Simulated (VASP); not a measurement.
# W (Fm-3m) in VASP: further runs

W is run at these levels: LDA; tasks: single point, relaxation of cell and atoms.

Program: VASP 6.6.1. These are calculated values, not measurements. Logs are shortened: lines on timing, memory, paths and dates and some standing lists are left out, and cuts for length are marked.

### 1 The cell of the first run

The structure is cubic, space group Fm-3m (No. 225). Conventional cell: a = 3.973 Å, b = 3.973 Å, c = 3.973 Å, α = 90.00°, β = 90.00°, γ = 90.00°. Within 3.7 Å of W (site symmetry m-3m) lie 12 W at 2.81 Å.

### 2 Single point, LDA

The input, INCAR:

```
PREC = Accurate
ENCUT = 520
EDIFF = 1E-7
ISMEAR = 0
SIGMA = 0.15
LREAL = F
LASPH = T
NELM = 60
ALGO = Fast
ISIF = 2
LWAVE = F
LCHARG = T
LELF = T
LVHAR = T
NBANDS = 21
```

The input, KPOINTS:

```
Automatic mesh
0
Gamma
  16 16 12
```

The input, POSCAR:

```
W
1.0
    0.0000000000     -1.9862702900     -1.9862702900
    0.0000000000      1.9862702900     -1.9862702900
    3.9725405800      0.0000000000      0.0000000000
W
2
Direct
    0.5000000000      0.5000000000      0.5000000000
    0.0000000000      0.0000000000      0.0000000000
```

Potentials or basis: VASP PAW LDA potentials, release 64 (W_sv).

On the command line:

```console
$ cat potpaw_LDA.64/W_sv/POTCAR > POTCAR
$ mpirun -np 1 vasp_std > vasp.out
```

OUTCAR:

```text
PREC = Accurate
   ENCUT = 520
   EDIFF = 1E-7
   ISMEAR = 0
   LREAL = F
   LASPH = T
   NELM = 60
   ISIF = 2

 ion  position               nearest neighbor table
   1  0.500  0.500  0.500-   2 2.81   2 2.81   2 2.81   2 2.81   2 2.81   2 2.81   2 2.81   2 2.81

   2  0.000  0.000  0.000-   1 2.81   1 2.81   1 2.81   1 2.81   1 2.81   1 2.81   1 2.81   1 2.81

  LATTYP: Found a simple tetragonal cell.
 ALAT       =     2.8090103827
 C/A-ratio  =     1.4142135624

  Lattice vectors:

 A1 = (   0.0000000000,  -1.9862702900,  -1.9862702900)
 A2 = (   0.0000000000,   1.9862702900,  -1.9862702900)
 A3 = (   3.9725405800,   0.0000000000,   0.0000000000)

Analysis of symmetry for initial positions (statically):
=====================================================================
 Subroutine PRICEL returns following result:

  LATTYP: Found a face centered cubic cell.
 ALAT       =     3.9725405800

  Lattice vectors:

 A1 = (  -1.9862702900,   0.0000000000,   1.9862702900)
 A2 = (  -1.9862702900,  -1.9862702900,   0.0000000000)
 A3 = (  -0.0000000000,  -1.9862702900,   1.9862702900)

   2 primitive cells build up your supercell.

 Routine SETGRP: Setting up the symmetry group for a
 simple tetragonal supercell.

 Subroutine GETGRP returns: Found 16 space group operations
 (whereof 16 operations were pure point group operations)
 out of a pool of 16 trial point group operations.

The static configuration has the point symmetry D_4h.

Analysis of symmetry for dynamics (positions and initial velocities):
=====================================================================
 Subroutine PRICEL returns following result:

  LATTYP: Found a face centered cubic cell.
 ALAT       =     3.9725405800

  Lattice vectors:

 A1 = (  -1.9862702900,   0.0000000000,   1.9862702900)
 A2 = (  -1.9862702900,  -1.9862702900,   0.0000000000)
 A3 = (  -0.0000000000,  -1.9862702900,   1.9862702900)

   2 primitive cells build up your supercell.

 Routine SETGRP: Setting up the symmetry group for a
 simple tetragonal supercell.

 Subroutine GETGRP returns: Found 16 space group operations
 (whereof 16 operations were pure point group operations)
 out of a pool of 16 trial point group operations.

The dynamic configuration has the point symmetry D_4h.

 Subroutine INISYM returns: Found 16 space group operations
 (whereof 16 operations are pure point group operations),
[... 84 lines left out ...]
 SYSTEM =  unknown system
   PREC   = accura    normal or accurate (medium, high low for compatibility)
   ISTART =      0    job   : 0-new  1-cont  2-samecut
   ICHARG =      2    charge: 1-file 2-atom 10-const
   ISPIN  =      1    spin polarized calculation?
   LNONCOLLINEAR =      F non collinear calculations
   LSORBIT =      F    spin-orbit coupling
   LASPH  =      T    aspherical Exc in radial PAW
   ENCUT  =  520.0 eV  38.22 Ry    6.18 a.u.   5.22  5.22  7.39*2*pi/ulx,y,z
   NELM   =     60;   NELMIN=  2; NELMDL= -5     # of ELM steps
   EDIFF  = 0.1E-06   stopping-criterion for ELM
   LREAL  =      F    real-space projection
   EDIFFG = 0.1E-05   stopping-criterion for IOM
   NSW    =      0    number of steps for IOM
   IBRION =     -1    ionic relax: 0-MD 1-quasi-New 2-CG
   NFREE  =      0    steps in history (QN), initial steepest desc. (CG)
   ISIF   =      2    stress and relaxation
   ISYM   =      2    0-nonsym 1-usesym 2-fastsym
   POTIM  = 0.5000    time-step for ionic-motion
   TEBEG  =    0.0;   TEEND  =   0.0 temperature during run
   PSTRESS=    0.0 pullay stress
   NELECT =      28.0000    total number of electrons
   NUPDOWN=      -1.0000    fix difference up-down
   EMIN   =  10.00;   EMAX   =-10.00  energy-range for DOS
   EFERMI =   0.00;   METHOD = LEGACY
   ISMEAR =     0;   SIGMA  =   0.15  broadening in eV -4-tet -1-fermi 0-gaus
   EFERMI_NEDOS =   21; number of points for ismear=-14 and -15
   IALGO  =     68    algorithm
   IMIX   =      4    mixing-type and parameters
     AMIX     =   0.40;   BMIX     =  1.00
     AMIX_MAG =   1.60;   BMIX_MAG =  1.00
  volume/ion in A,a.u.               =      15.67       105.76
  Fermi-wavevector in a.u.,A,eV,Ry     =   1.576652  2.979440 33.821789  2.485831
  Thomas-Fermi vector in A             =   2.677453
   LORBIT       =      0    0 simple, 1 ext, 2 COOP (PROOUT), +10 PAW based schemes
   GGA     = CA    functional components
   LHFCALC =     F    Hartree Fock is set to
   AEXX    =    0.0000 exact exchange contribution
   IVDW    =     0    specifies the selected vdW correction
   LEPSILON=     F    determine dielectric tensor
   LRPA    =     F    only Hartree local field effects (RPA)
 non-spin polarized calculation
 RMM-DIIS sequential band-by-band and
 Gauss-broadening in eV      SIGMA  =   0.15
  energy-cutoff  :      520.00
  volume of cell :       31.35
 maximum number of plane-waves:       888
 NGX is ok and might be reduce to    24

 number of electron      28.0000000 magnetization

 Free energy of the ion-electron system (eV)
  ---------------------------------------------------
  ext. energy  EPLUGINS =         0.00000000
  ---------------------------------------------------
  free energy    TOTEN  =       -27.23546709 eV

  energy without entropy =      -27.20851118  energy(sigma->0) =      -27.22198914

 E-fermi :  10.9986     XC(G=0): -13.8812

 val. band max:       10.9985134813   @ k =   0.4375   0.1250   0.3333
 cond. band min:      10.9988933081   @ k =   0.2500   0.0000   0.0000
 fundamental gap:      0.0003798268
 Fermi energy:        10.9986317362

 k-point     1 :       0.0000    0.0000    0.0000
  band No.  band energies     occupation
      1     -62.1343      2.00000
      2     -61.9550      2.00000
      3     -27.2192      2.00000
      4     -26.4375      2.00000
      5     -26.4375      2.00000
      6     -25.9464      2.00000
[... 565 lines left out ...]
     20      18.0677      0.00000
     21      24.2242      0.00000

 [... further k-points ...]
[... 5 lines left out ...]
  --------------------------------------------------------------------------------------
  -------------------------------------------------------------------------------------
  Total        0.3947999      0.3355266      0.3355266     -0.0000000      0.0000000     -0.0000000
  in kB       20.1796036     17.1499377     17.1499377     -0.0000000      0.0000000     -0.0000000
  external PRESSURE =      18.1598263 kB  Pullay stress =       0.0000000 kB

 VOLUME and BASIS-vectors are now :
 -----------------------------------------------------------------------------
  energy-cutoff  :      520.00
  volume of cell :       31.35
      direct lattice vectors                 reciprocal lattice vectors
     0.000000000 -1.986270290 -1.986270290     0.000000000 -0.251728077 -0.251728077
     0.000000000  1.986270290 -1.986270290     0.000000000  0.251728077 -0.251728077
     3.972540580  0.000000000  0.000000000     0.251728077  0.000000000  0.000000000

 POSITION                                       TOTAL-FORCE (eV/Angst)
 -----------------------------------------------------------------------------------
      1.98627      0.00000     -1.98627        -0.000000      0.000000     -0.000000
      0.00000      0.00000      0.00000         0.000000     -0.000000      0.000000
 -----------------------------------------------------------------------------------
    total drift:                               -0.000000      0.000000     -0.000000

  FREE ENERGIE OF THE ION-ELECTRON SYSTEM (eV)
  ---------------------------------------------------
  free  energy   TOTEN  =       -27.2354670934 eV

  energy  without entropy=      -27.2085111817  energy(sigma->0) =      -27.22198914
```

Wall time 3.1 min (1 thread of AMD EPYC 7R13 (Zen 3), shared host); peak memory 0.23 GiB.

What came out:

- Free energy: -27.2355 eV
- Pressure: 1.8 GPa
- Band gap on the k mesh: zero (band 14 reaches 14.47 eV, above the bottom of band 15 at 10.58 eV)

Caveat: spin-orbit coupling is left out, which moves the levels of the heavy elements.

### 3 Single point, LDA

This run uses another cell than the first one: it holds 1 atom, not 2.

The input, INCAR:

```
SYSTEM = W
  ALGO = Normal
  EDIFF = 1E-6
  ENCUT = 500
  GGA_COMPAT = .FALSE.
  ISIF = 2
  ISMEAR = 0
  LASPH = .TRUE.
  LCHARG = .TRUE.
  LELF = .TRUE.
  LREAL = .FALSE.
  LVHAR = .TRUE.
  LWAVE = .FALSE.
  NBANDS = 13
  NELM = 120
  PREC = Accurate
  SIGMA = 0.1
```

The input, KPOINTS:

```
k-points
0
G
  8 8 8
  0 0 0
```

The input, POSCAR:

```
W
1.0
    0.0000000000      1.9862702900      1.9862702900
    1.9862702900      0.0000000000      1.9862702900
    1.9862702900      1.9862702900      0.0000000000
W
1
Direct
    0.0000000000      0.0000000000      0.0000000000
```

Potentials or basis: VASP PAW LDA potentials, release 64 (W_sv).

On the command line:

```console
$ cat potpaw_LDA.64/W_sv/POTCAR > POTCAR
$ mpirun -np 1 vasp_std > vasp.out
```

Run time: 7.3 s. Hardware: 1 thread of Intel Xeon Platinum 8488C (Sapphire Rapids), shared host; peak memory 0.12 GiB.

Results (log left out):

```yaml
Free_energy: -13.6212 eV
Pressure: 2.0 GPa
Band_gap_on_the_k_mesh: zero (band 7 reaches 14.47 eV, above the bottom of band 8 at 10.35 eV)
```

Levels at points of the mesh, in eV from the Fermi level:
```
           k point  band 5  band 6  band 7  band 8  band 9  band 10
(0.00, 0.00, 0.00)   -9.06   -0.58   -0.58   -0.58    2.73     2.73
(0.50, 0.00, 0.00)   -5.76   -0.83   -0.83    1.02    5.40     5.40
(0.50, 0.50, 0.00)   -5.73   -4.75    3.54    5.35    6.20     6.20
```

Caveat: spin-orbit coupling is left out, which moves the levels of the heavy elements.

### 4 Single point, LDA

This run uses another cell than the first one: it holds 1 atom, not 2.

The input, INCAR:

```
PREC = Accurate
ENCUT = 500
EDIFF = 1E-6
ISMEAR = 0
SIGMA = 0.1
LREAL = F
LASPH = T
NELM = 120
ALGO = Normal
ISIF = 2
LWAVE = F
LCHARG = F
GGA = CA
NBANDS = 13
GGA_COMPAT = F
```

The input, KPOINTS:

```
Automatic mesh
0
Gamma
  8 8 8
```

The input, POSCAR:

```
W
1.0
    0.0000000000      2.0300000000      2.0300000000
    2.0300000000      0.0000000000      2.0300000000
    2.0300000000      2.0300000000      0.0000000000
W
1
Direct
    0.0000000000      0.0000000000      0.0000000000
```

Potentials or basis: VASP PAW LDA potentials, release 64 (W_sv).

On the command line:

```console
$ cat potpaw_LDA.64/W_sv/POTCAR > POTCAR
$ mpirun -np 1 vasp_std > vasp.out
```

OUTCAR:

```text
PREC = Accurate
   ENCUT = 500
   EDIFF = 1E-6
   ISMEAR = 0
   LREAL = F
   LASPH = T
   NELM = 120
   ISIF = 2
   GGA = CA

 ion  position               nearest neighbor table
   1  0.000  0.000  0.000-

  LATTYP: Found a face centered cubic cell.
 ALAT       =     4.0600000000

  Lattice vectors:

 A1 = (   0.0000000000,   2.0300000000,   2.0300000000)
 A2 = (   2.0300000000,   0.0000000000,   2.0300000000)
 A3 = (   2.0300000000,   2.0300000000,   0.0000000000)

Analysis of symmetry for initial positions (statically):
=====================================================================
 Subroutine PRICEL returns:
 Original cell was already a primitive cell.

 Routine SETGRP: Setting up the symmetry group for a
 face centered cubic supercell.

 Subroutine GETGRP returns: Found 48 space group operations
 (whereof 48 operations were pure point group operations)
 out of a pool of 48 trial point group operations.

The static configuration has the point symmetry O_h .

Analysis of symmetry for dynamics (positions and initial velocities):
[... 170 lines left out ...]
      4     -27.0972      2.00000
      5       1.2862      2.00000
      6       9.5136      2.00000
      7       9.5136      2.00000
      8       9.5136      2.00000
      9      12.5167      0.00000
     10      12.5167      0.00000
     11      22.9363      0.00000
     12      28.0001      0.00000
     13      28.0001      0.00000
[... 354 lines left out ...]
  band No.  band energies     occupation
      1     -63.0809      2.00000
      2     -28.0416      2.00000
      3     -27.5352      2.00000
      4     -27.3371      2.00000
      5       6.1660      2.00000
      6       7.6070      2.00000
      7       9.2316      2.00000
      8      10.7385      0.00000
      9      14.4545      0.00000
     10      17.7814      0.00000
     11      19.0194      0.00000
     12      25.6728      0.00000
     13      26.7785      0.00000

 [... further k-points ...]

------------------------ aborting loop because EDIFF is reached ----------------------------------------

  FORCE on cell =-STRESS in cart. coord.  units (eV):
  Direction    XX          YY          ZZ          XY          YZ          ZX
  --------------------------------------------------------------------------------------
  -------------------------------------------------------------------------------------
  Total       -1.6694929     -1.6694929     -1.6694929     -0.0000000     -0.0000000      0.0000000
  in kB     -159.8737063   -159.8737063   -159.8737063     -0.0000000     -0.0000000      0.0000000
  external PRESSURE =    -159.8737063 kB  Pullay stress =       0.0000000 kB

 VOLUME and BASIS-vectors are now :
 -----------------------------------------------------------------------------
  energy-cutoff  :      500.00
  volume of cell :       16.73
      direct lattice vectors                 reciprocal lattice vectors
     0.000000000  2.030000000  2.030000000    -0.246305419  0.246305419  0.246305419
     2.030000000  0.000000000  2.030000000     0.246305419 -0.246305419  0.246305419
     2.030000000  2.030000000  0.000000000     0.246305419  0.246305419 -0.246305419

 POSITION                                       TOTAL-FORCE (eV/Angst)
 -----------------------------------------------------------------------------------
      0.00000      0.00000      0.00000         0.000000      0.000000      0.000000
 -----------------------------------------------------------------------------------
    total drift:                               -0.000000      0.000000      0.000000

  FREE ENERGIE OF THE ION-ELECTRON SYSTEM (eV)
  ---------------------------------------------------
  free  energy   TOTEN  =       -13.5726067661 eV

  energy  without entropy=      -13.5632612329  energy(sigma->0) =      -13.56793400
```

Wall time 5.8 s (1 thread of Intel Xeon Platinum 8488C (Sapphire Rapids), shared host); peak memory 0.13 GiB.

What came out:

- Free energy: -13.5726 eV
- Pressure: -16.0 GPa
- Band gap on the k mesh: zero (band 7 reaches 13.17 eV, above the bottom of band 8 at 9.51 eV)

Caveat: spin-orbit coupling is left out, which moves the levels of the heavy elements.

### 5 Relaxation of cell and atoms, LDA

This run uses another cell than the first one: it holds 1 atom, not 2.

The input, INCAR:

```
SYSTEM = W
PREC = Accurate ; ENCUT = 500
EDIFF = 1E-7 ; ISMEAR = 0
SIGMA = 0.1 ; LREAL = .False.
LASPH = .True. ; NELM = 120
ALGO = Normal ; ISIF = 3
LWAVE = .False. ; LCHARG = .False.
GGA = CA ; IBRION = 2
NSW = 100 ; EDIFFG = -0.05
GGA_COMPAT = .False. ; NELMIN = 4
```

The input, KPOINTS:

```
regular mesh
0
Gamma
  8 8 8
  0 0 0
```

POSCAR is that of step 4.

On the command line:

```console
$ cat potpaw_LDA.64/W_sv/POTCAR > POTCAR
$ mpirun -np 1 vasp_std > vasp.out
```

It took 23 s on 1 thread of Intel Xeon Platinum 8488C (Sapphire Rapids), shared host; peak memory 0.13 GiB.

It converged, with:

- Free energy: -13.6225 eV
- Relaxed volume: 15.80 Å³/atom
- Relaxed cell: a = 2.816 Å, b = 2.816 Å, c = 2.816 Å, α = 60.00°, β = 60.00°, γ = 60.00°
- Space group after relaxing (to 0.05 Å): Fm-3m (No. 225)
- Energy gained by relaxing: 49.8 meV/atom
- Ionic steps: 4
- Pressure after relaxing: -0.4 GPa
- Band gap on the k mesh: zero (band 7 reaches 14.31 eV, above the bottom of band 8 at 10.25 eV)

The path:
```csv
step,energy change (eV),largest force (eV/Å),pressure (GPa),volume (Å³)
1,0.0000,0.0000,-15.99,16.73
2,0.6031,0.0000,87.53,13.00
3,-0.0493,0.0000,-1.83,15.87
4,-0.0498,0.0000,-0.39,15.80
```

Final structure:
```xyz
1
Lattice="0.0000 1.9915 1.9915 1.9915 0.0000 1.9915 1.9915 1.9915 0.0000" Properties=species:S:1:pos:R:3 pbc="T T T"
W     0.0000    0.0000    0.0000
```

Levels at points of the mesh, in eV from the Fermi level:
```tsv
k point	band 4	band 5	band 6	band 7	band 8	band 9	band 10	band 11
(0.00, 0.00, 0.00)	-36.92	-9.02	-0.57	-0.57	-0.57	2.70	2.70	12.99
(0.50, 0.00, 0.00)	-37.09	-5.71	-0.81	-0.81	0.99	5.34	5.34	10.95
(0.50, 0.50, 0.00)	-37.39	-5.67	-4.69	3.49	5.29	6.14	6.14	12.22
```

Caveat: spin-orbit coupling is left out, which moves the levels of the heavy elements. LDA usually gives volumes a few per cent too small.

### 6 The runs side by side

```tsv
task	cell	k mesh	cutoff (eV)	smearing	gap on the mesh (eV)	pressure (GPa)
single point	a = 2.809, b = 2.809, c = 3.973 Å, 2 atoms	16 × 16 × 12	520	gaussian 0.15 eV	none	1.8
single point	a = 2.809 Å, angles 60.0°, 1 atom	8 × 8 × 8	500	gaussian 0.1 eV	none	2.0
single point	a = 2.871 Å, angles 60.0°, 1 atom	8 × 8 × 8	500	gaussian 0.1 eV	none	-16.0
relaxation of cell and atoms	relaxed from a = 2.871 Å, angles 60.0°, 1 atom	8 × 8 × 8	500	gaussian 0.1 eV	none	-0.4
```

Alike in all rows: level LDA; potentials or basis VASP PAW LDA potentials, release 64 (W_sv); no spin polarisation.

Caveats: spin-orbit coupling is left out, which moves the levels of the heavy elements.

Total energies depend on the potentials used, so only differences within one code and one set of settings carry meaning.
